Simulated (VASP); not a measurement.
Crystal: LiCl.

```
CELL_PARAMETERS angstrom
0.00000 2.55604 2.55604
2.55604 0.00000 2.55604
2.55604 2.55604 0.00000
ATOMIC_POSITIONS crystal
Li 0.00000 0.00000 0.00000
Cl 0.50000 0.50000 0.50000
```

Base run:

| Property | Result |
| --- | --- |
| Program | VASP 6.6.1 |
| Functional | r2SCAN |
| Potentials or basis | VASP PAW PBE potentials, release 64 (Li_sv, Cl) |
| Cutoff | 520 eV |
| k mesh | 6 × 6 × 6 |
| Occupations | gaussian, width 0.01 eV |
| Spin | no spin polarisation |

Its results: band gap on the k mesh 7.36 eV, direct.

Task: The run is repeated on the same cell with these changes: functional from r2SCAN to PBE. What comes out?

Result: Band gap on the k mesh 6.40 eV, direct.

r2SCAN gives the wider gap, since meta-GGAs in the generalised Kohn-Sham scheme recover part of the derivative discontinuity.

A k mesh can miss the band edges.
